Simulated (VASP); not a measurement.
Wanted: the native input for a VASP 6.6.1 run.

```yaml
Task: single point
Functional: r2SCAN
Potentials_or_basis: VASP PAW PBE potentials, release 64 (Bi_d, Te)
Cutoff: 520 eV
k_mesh: 7 × 7 × 7
Occupations: fermi-dirac, width 0.05 eV
Spin: no spin polarisation
Dipole_correction: no
Further_INCAR_settings: ALGO = Normal; EDIFF = 1e-06; NBANDS = 18
```

BiTe:

```xyz
2
Lattice="2.4133 1.3933 3.3036 -2.4133 1.3933 3.3036 0.0000 -2.7866 3.3036" Properties=species:S:1:pos:R:3 pbc="T T T"
Bi    0.0000    0.0000    4.9555
Te    0.0000    0.0000    0.0000
```

These files were run (other wordings do the same):

POSCAR

```
BiTe
1.0
    2.4133021078      1.3933206216      3.3036407649
   -2.4133021078      1.3933206216      3.3036407649
    0.0000000000     -2.7866412432      3.3036407649
Bi Te
1 1
Direct
    0.5000000000      0.5000000000      0.5000000000
    0.0000000000      0.0000000000      0.0000000000
```

INCAR.step1

```
SYSTEM = BiTe
PREC     = Accurate       ! precision mode
ENCUT    = 520            ! plane-wave cutoff, eV
ISMEAR   = -1             ! smearing method
SIGMA    = 0.05           ! smearing width, eV
LREAL    = .False.        ! projectors in reciprocal space
LASPH    = .True.         ! aspherical terms in the spheres
NELM     = 80             ! most SCF steps
NBANDS   = 18             ! bands
GGA      = PE             ! functional
ALGO     = Normal         ! electronic algorithm
EDIFF    = 1E-4           ! SCF threshold, eV
LWAVE    = .True.         ! write WAVECAR
LCHARG   = .False.        ! write CHGCAR
```

INCAR.step2

```
SYSTEM = BiTe
PREC     = Accurate       ! precision mode
ENCUT    = 520            ! plane-wave cutoff, eV
EDIFF    = 1E-6           ! SCF threshold, eV
ISMEAR   = -1             ! smearing method
SIGMA    = 0.05           ! smearing width, eV
LREAL    = .False.        ! projectors in reciprocal space
LASPH    = .True.         ! aspherical terms in the spheres
NELM     = 80             ! most SCF steps
ALGO     = Normal         ! electronic algorithm
ISIF     = 2              ! what is computed and relaxed
LWAVE    = .False.        ! write WAVECAR
LCHARG   = .True.         ! write CHGCAR
METAGGA  = R2SCAN         ! meta-GGA
LMIXTAU  = .True.       
LELF     = .True.         ! ELF
LVHAR    = .True.       
NBANDS   = 18             ! bands
ISTART   = 1
```

KPOINTS

```
regular mesh
0
Gamma
  7 7 7
  0 0 0
```

Potentials or basis: VASP PAW PBE potentials, release 64 (Bi_d, Te).

The run is started by

```console
$ cat potpaw_PBE.64/Bi_d/POTCAR potpaw_PBE.64/Te/POTCAR > POTCAR
$ cp INCAR.step1 INCAR
$ mpirun -np 1 vasp_std > vasp.out
$ cp INCAR.step2 INCAR
$ mpirun -np 1 vasp_std > vasp.out
```

Results of the run:

| Property | Result |
| --- | --- |
| Pressure | 0.0 GPa |

Caveat: the PAW data sets were made with another functional, which shifts forces and pressure a little.

Wall time 46 s on 1 thread of Intel(R) Xeon(R) 6975P-C (Granite Rapids) (shared host), peak memory 0.21 GiB.
